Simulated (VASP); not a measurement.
# LiTi12 (a cell with a defect) in VASP: single point with PBE

Aim: the single point of LiTi12 (a cell with a defect) with PBE.

Everything below comes from runs of VASP 6.6.1. Logs are shortened: lines on timing, memory, paths and dates and some standing lists are left out, and cuts for length are marked.

### Step 1. The cell of the first run

The cell holds a defect, 13 atoms: a = 5.900 Å, b = 8.850 Å, c = 4.685 Å, α = 90.00°, β = 90.00°, γ = 120.00°.

### Step 2. Single point, PBE

The input, INCAR:

```
PREC = Accurate ; ENCUT = 520
EDIFF = 1E-6 ; ISMEAR = 0
SIGMA = 0.05 ; LREAL = False
LASPH = True ; NELM = 60
ALGO = Normal ; ISIF = 2
LWAVE = False ; LCHARG = False
GGA = PE ; NBANDS = 86
KPAR = 4
```

The input, KPOINTS:

```
Automatic mesh
0
Gamma
  4 3 5
```

The input, POSCAR:

```
LiTi12
1.0
    5.9000000000      0.0000000000      0.0000000000
   -4.4250000000      7.6643250000      0.0000000000
    0.0000000000      0.0000000000      4.6846000000
Ti Li
12 1
Direct
    0.0041399714     -0.0008504337      0.0208124493
    0.1449399186      0.1881763887      0.5270125518
   -0.0425757444      0.3114691770     -0.0609044529
    0.1516521304      0.5748347049      0.5638361867
   -0.0039647763      0.6592343096      0.0687934936
    0.1595526310      0.8863036210      0.5366039790
    0.5045290687      0.0016227130     -0.0364902019
    0.6702686778      0.2291356382      0.4345312300
    0.5145431129      0.3128283313     -0.0598471588
    0.7067897343      0.5753919621      0.5644050719
    0.5255640873      0.7047869186     -0.0296456474
    0.6621166489      0.8904897692      0.4763939290
    0.3347915319      0.4477062233      0.2435685010
```

Potentials or basis: VASP PAW PBE potentials, release 64 (Ti_sv, Li_sv).

Launch:

```bash
$ cat potpaw_PBE.64/Ti_sv/POTCAR potpaw_PBE.64/Li_sv/POTCAR > POTCAR
$ mpirun -np 4 vasp_std > vasp.out
```

OUTCAR:

```text
PREC = Accurate
   ENCUT = 520
   EDIFF = 1E-6
   ISMEAR = 0
   LREAL = False
   LASPH = True
   NELM = 60
   ISIF = 2
   GGA = PE

 ion  position               nearest neighbor table
   1  0.004  0.999  0.021-   2 2.73  11 2.73  12 2.76   2 2.78   6 2.81
   2  0.145  0.188  0.527-  13 2.39   9 2.70   3 2.71   6 2.72   1 2.73  12 2.76   1 2.78
   3  0.957  0.311  0.939-  13 2.40   9 2.62   4 2.68   7 2.71   2 2.71   8 2.75   8 2.78
   4  0.152  0.575  0.564-  13 2.43  10 2.63   3 2.68  11 2.70   5 2.73   6 2.74   5 2.77
   5  0.996  0.659  0.069-   4 2.73  10 2.75   4 2.77  10 2.79   6 2.80
   6  0.160  0.886  0.537-   7 2.67  10 2.72   2 2.72   4 2.74   5 2.80   1 2.81
   7  0.505  0.002  0.964-   6 2.67  11 2.69   3 2.71   9 2.73   8 2.81  12 2.82  12 2.92
   8  0.670  0.229  0.435-   9 2.73   3 2.75   9 2.77   3 2.78   7 2.81
   9  0.515  0.313  0.940-  13 2.42   3 2.62  10 2.67   2 2.70   8 2.73   7 2.73   8 2.77
  10  0.707  0.575  0.564-  13 2.42   4 2.63   9 2.67  11 2.70   6 2.72   5 2.75   5 2.79
  11  0.526  0.705  0.970-  13 2.35   7 2.69   4 2.70  10 2.70  12 2.72   1 2.73  12 2.77
  12  0.662  0.890  0.476-  11 2.72   2 2.76   1 2.76  11 2.77   7 2.82   7 2.92
  13  0.335  0.448  0.244-  11 2.35   2 2.39   3 2.40   9 2.42  10 2.42   4 2.43

  LATTYP: Found a simple monoclinic cell.
 ALAT       =     5.9000000000
 B/A-ratio  =     0.7940000000
 C/A-ratio  =     1.3228756849
 COS(beta)  =    -0.1889822323

  Lattice vectors:

 A1 = (   5.9000000000,   0.0000000000,   0.0000000000)
 A2 = (   0.0000000000,   0.0000000000,   4.6846000000)
 A3 = (  -1.4750000000,  -7.6643250000,   0.0000000000)

Analysis of symmetry for initial positions (statically):
=====================================================================
 Subroutine PRICEL returns:
 Original cell was already a primitive cell.

 Routine SETGRP: Setting up the symmetry group for a
 simple monoclinic supercell.

 Subroutine GETGRP returns: Found  1 space group operations
 (whereof  1 operations were pure point group operations)
 out of a pool of  4 trial point group operations.

The static configuration has the point symmetry C_1 .

Analysis of symmetry for dynamics (positions and initial velocities):
=====================================================================
 Subroutine PRICEL returns:
 Original cell was already a primitive cell.

 Routine SETGRP: Setting up the symmetry group for a
 simple monoclinic supercell.

 Subroutine GETGRP returns: Found  1 space group operations
 (whereof  1 operations were pure point group operations)
 out of a pool of  4 trial point group operations.

The dynamic configuration has the point symmetry C_1 .

 Subroutine INISYM returns: Found  1 space group operations
 (whereof  1 operations are pure point group operations),
 and found     1 'primitive' translations

----------------------------------------------------------------------------------------

                                     Primitive cell

  volume of cell :     211.8354

  direct lattice vectors                    reciprocal lattice vectors
     5.900000000  0.000000000  0.000000000     0.169491525  0.097855976  0.000000000
    -4.425000000  7.664325000  0.000000000     0.000000000  0.130474634  0.000000000
     0.000000000  0.000000000  4.684600000     0.000000000  0.000000000  0.213465397

  length of vectors
     5.900000000  8.850000153  4.684600000     0.195711955  0.130474634  0.213465397

  position of ions in fractional coordinates (direct lattice)
     0.004139971  0.999149566  0.020812449
     0.144939919  0.188176389  0.527012552
     0.957424256  0.311469177  0.939095547
     0.151652130  0.574834705  0.563836187
     0.996035224  0.659234310  0.068793494
     0.159552631  0.886303621  0.536603979
     0.504529069  0.001622713  0.963509798
     0.670268678  0.229135638  0.434531230
     0.514543113  0.312828331  0.940152841
     0.706789734  0.575391962  0.564405072
     0.525564087  0.704786919  0.970354353
     0.662116649  0.890489769  0.476393929
     0.334791532  0.447706223  0.243568501

  ion indices of the primitive-cell ions
   primitive index   ion index
                 1           1
                 2           2
                 3           3
                 4           4
                 5           5
                 6           6
                 7           7
                 8           8
                 9           9
                10          10
                11          11
                12          12
                13          13

----------------------------------------------------------------------------------------

 KPOINTS: Automatic mesh

Automatic generation of k-mesh.
 Grid dimensions read from file:
 generate k-points for:    4    3    5

 Generating k-lattice:

  Cartesian coordinates                     Fractional coordinates (reciprocal lattice)
     0.042372881  0.024463994  0.000000000     0.250000000  0.000000000  0.000000000
     0.000000000  0.043491545  0.000000000     0.000000000  0.333333333  0.000000000
     0.000000000  0.000000000  0.042693079     0.000000000  0.000000000  0.200000000

  Length of vectors
     0.048927989  0.043491545  0.042693079

  Shift w.r.t. Gamma in fractional coordinates (k-lattice)
     0.000000000  0.000000000  0.000000000

 Subroutine IBZKPT returns following result:
 ===========================================

 Found     31 irreducible k-points:

 Following reciprocal coordinates:
            Coordinates               Weight
  0.000000  0.000000  0.000000      1.000000
  0.250000  0.000000  0.000000      2.000000
  0.500000  0.000000  0.000000      1.000000
  0.000000  0.333333  0.000000      2.000000
  0.250000  0.333333  0.000000      2.000000
  0.500000  0.333333  0.000000      2.000000
[... 16 lines left out ...]
  0.500000  0.000000  0.400000      2.000000
  0.000000  0.333333  0.400000      2.000000
 [... further k-points ...]
   k-points           NKPTS =     31   k-points in BZ     NKDIM =     31   number of bands    NBANDS=     86
   number of dos      NEDOS =    301   number of ions     NIONS =     13
   total plane-waves  NPLWV = 120960
   dimension x,y,z NGX =    48 NGY =   70 NGZ =   36
   dimension x,y,z NGXF=    96 NGYF=  140 NGZF=   72
   ions per type =              12   1
   NGX,Y,Z   is equivalent  to a cutoff of  13.53, 13.15, 12.78 a.u.
   NGXF,Y,Z  is equivalent  to a cutoff of  27.05, 26.30, 25.55 a.u.
 SYSTEM =  unknown system
   PREC   = accura    normal or accurate (medium, high low for compatibility)
   ISTART =      0    job   : 0-new  1-cont  2-samecut
   ICHARG =      2    charge: 1-file 2-atom 10-const
   ISPIN  =      1    spin polarized calculation?
   LNONCOLLINEAR =      F non collinear calculations
   LSORBIT =      F    spin-orbit coupling
   LASPH  =      T    aspherical Exc in radial PAW
   ENCUT  =  520.0 eV  38.22 Ry    6.18 a.u.  10.97 16.46  8.71*2*pi/ulx,y,z
   NELM   =     60;   NELMIN=  2; NELMDL= -5     # of ELM steps
   EDIFF  = 0.1E-05   stopping-criterion for ELM
   LREAL  =      F    real-space projection
   EDIFFG = 0.1E-04   stopping-criterion for IOM
   NSW    =      0    number of steps for IOM
   IBRION =     -1    ionic relax: 0-MD 1-quasi-New 2-CG
   NFREE  =      0    steps in history (QN), initial steepest desc. (CG)
   ISIF   =      2    stress and relaxation
   ISYM   =      2    0-nonsym 1-usesym 2-fastsym
   POTIM  = 0.5000    time-step for ionic-motion
   TEBEG  =    0.0;   TEEND  =   0.0 temperature during run
   PSTRESS=    0.0 pullay stress
   NELECT =     147.0000    total number of electrons
   NUPDOWN=      -1.0000    fix difference up-down
   EMIN   =  10.00;   EMAX   =-10.00  energy-range for DOS
   EFERMI =   0.00;   METHOD = LEGACY
   ISMEAR =     0;   SIGMA  =   0.05  broadening in eV -4-tet -1-fermi 0-gaus
   EFERMI_NEDOS =   21; number of points for ismear=-14 and -15
   IALGO  =     38    algorithm
   IMIX   =      4    mixing-type and parameters
     AMIX     =   0.40;   BMIX     =  1.00
     AMIX_MAG =   1.60;   BMIX_MAG =  1.00
  volume/ion in A,a.u.               =      16.30       109.96
  Fermi-wavevector in a.u.,A,eV,Ry     =   1.449376  2.738924 28.581642  2.100691
  Thomas-Fermi vector in A             =   2.567110
   LORBIT       =      0    0 simple, 1 ext, 2 COOP (PROOUT), +10 PAW based schemes
   GGA     = PE    functional components
   LHFCALC =     F    Hartree Fock is set to
   AEXX    =    0.0000 exact exchange contribution
   IVDW    =     0    specifies the selected vdW correction
   LEPSILON=     F    determine dielectric tensor
   LRPA    =     F    only Hartree local field effects (RPA)
 non-spin polarized calculation
 Gauss-broadening in eV      SIGMA  =   0.05
  energy-cutoff  :      520.00
  volume of cell :      211.84
 maximum number of plane-waves:      5724
 NGX is ok and might be reduce to    48
   NGX = 21   NGY = 33   NGZ = 17

 number of electron     147.0000006 magnetization

 Free energy of the ion-electron system (eV)
  ---------------------------------------------------
  ext. energy  EPLUGINS =         0.00000000
  ---------------------------------------------------
  free energy    TOTEN  =       -93.41255835 eV

  energy without entropy =      -93.38682755  energy(sigma->0) =      -93.39969295

 E-fermi :   8.2639     XC(G=0): -11.5071

 val. band max:        8.2498364886   @ k =  -0.2500   0.0000   0.4000
 cond. band min:       8.2646148662   @ k =   0.2500   0.3333   0.0000
 fundamental gap:      0.0147783776
 Fermi energy:         8.2639135030

 k-point     1 :       0.0000    0.0000    0.0000
  band No.  band energies     occupation
      1     -48.4417      2.00000
      2     -48.4106      2.00000
      3     -48.3553      2.00000
      4     -48.2875      2.00000
      5     -48.2492      2.00000
      6     -48.2353      2.00000
[... 77 lines left out ...]
     84       9.3646      0.00000
     85       9.5264      0.00000

 k-point     2 :       0.2500    0.0000    0.0000
  band No.  band energies     occupation
      1     -48.4340      2.00000
      2     -48.4118      2.00000
      3     -48.3558      2.00000
      4     -48.2938      2.00000
      5     -48.2470      2.00000
      6     -48.2371      2.00000
[... 1925 lines left out ...]
     84       9.1901      0.00000
     85       9.2753      0.00000

 k-point    24 :       0.0000    0.3333    0.4000
  band No.  band energies     occupation
      1     -48.4062      2.00000
      2     -48.4009      2.00000
      3     -48.3314      2.00000
      4     -48.2990      2.00000
      5     -48.2794      2.00000
      6     -48.2465      2.00000
[... 77 lines left out ...]
     84       9.2926      0.00000
     85       9.4640      0.00000

 [... further k-points ...]

 [bands above 85 left out]

------------------------ aborting loop because EDIFF is reached ----------------------------------------

  FORCE on cell =-STRESS in cart. coord.  units (eV):
  Direction    XX          YY          ZZ          XY          YZ          ZX
  --------------------------------------------------------------------------------------
  -------------------------------------------------------------------------------------
  Total        4.5093058      6.7649962     10.9854466      0.0766667      0.7632301     -0.0980949
  in kB       34.1052966     51.1657922     83.0863849      0.5798543      5.7725494     -0.7419225
  external PRESSURE =      56.1191579 kB  Pullay stress =       0.0000000 kB

 VOLUME and BASIS-vectors are now :
 -----------------------------------------------------------------------------
  energy-cutoff  :      520.00
  volume of cell :      211.84
      direct lattice vectors                 reciprocal lattice vectors
     5.900000000  0.000000000  0.000000000     0.169491525  0.097855976  0.000000000
    -4.425000000  7.664325000  0.000000000     0.000000000  0.130474634  0.000000000
     0.000000000  0.000000000  4.684600000     0.000000000  0.000000000  0.213465397

 POSITION                                       TOTAL-FORCE (eV/Angst)
 -----------------------------------------------------------------------------------
     -4.39681      7.65781      0.09750         0.003877      0.027930      0.003797
      0.02246      1.44225      2.46884        -0.018115     -0.035778      0.015246
      4.27055      2.38720      4.39929        -0.019491      0.004684     -0.018766
     -1.64890      4.40572      2.64135        -0.024913     -0.004970      0.010946
      2.95950      5.05259      0.32227         0.000247     -0.013258      0.013828
     -2.98053      6.79292      2.51378        -0.003713     -0.005481     -0.007291
      2.96954      0.01244      4.51366         0.008123      0.014904      0.004143
      2.94066      1.75617      2.03561        -0.004873      0.013621     -0.015816
      1.65154      2.39762      4.40424         0.024981     -0.000294     -0.010105
      1.62395      4.40999      2.64401         0.012425     -0.008827      0.010529
     -0.01785      5.40172      4.54572         0.010924      0.030222     -0.001329
     -0.03393      6.82500      2.23171         0.004534     -0.015910      0.000772
     -0.00583      3.43137      1.14102         0.005994     -0.006842     -0.005956
 -----------------------------------------------------------------------------------
    total drift:                               -0.000382      0.000064     -0.000301

  FREE ENERGIE OF THE ION-ELECTRON SYSTEM (eV)
  ---------------------------------------------------
  free  energy   TOTEN  =       -93.4125583485 eV

  energy  without entropy=      -93.3868275471  energy(sigma->0) =      -93.39969295
```

Run time: 4.2 min. Hardware: 4 MPI ranks of AMD EPYC 7R13 (Zen 3), shared host; peak memory 0.57 GiB.

Results:

```yaml
Free_energy: -93.4126 eV
Largest_force: 0.043 eV/Å
Band_gap_on_the_k_mesh: zero (an odd number of electrons rules out a gap without spin polarisation)
```

Forces on the atoms (eV/Å):
```
Ti   0.004  0.028  0.004
Ti  -0.018 -0.036  0.015
Ti  -0.019  0.005 -0.019
Ti  -0.025 -0.005  0.011
Ti   0.000 -0.013  0.014
Ti  -0.004 -0.005 -0.007
Ti   0.008  0.015  0.004
Ti  -0.005  0.014 -0.016
Ti   0.025  0.000 -0.010
Ti   0.012 -0.009  0.011
Ti   0.011  0.030 -0.001
Ti   0.005 -0.016  0.001
Li   0.006 -0.007 -0.006
```

Caveat: the cutoff is under 1.25 times the usual one of these potentials, so pressure, stress and relaxed cells hold a basis-set (Pulay) error.
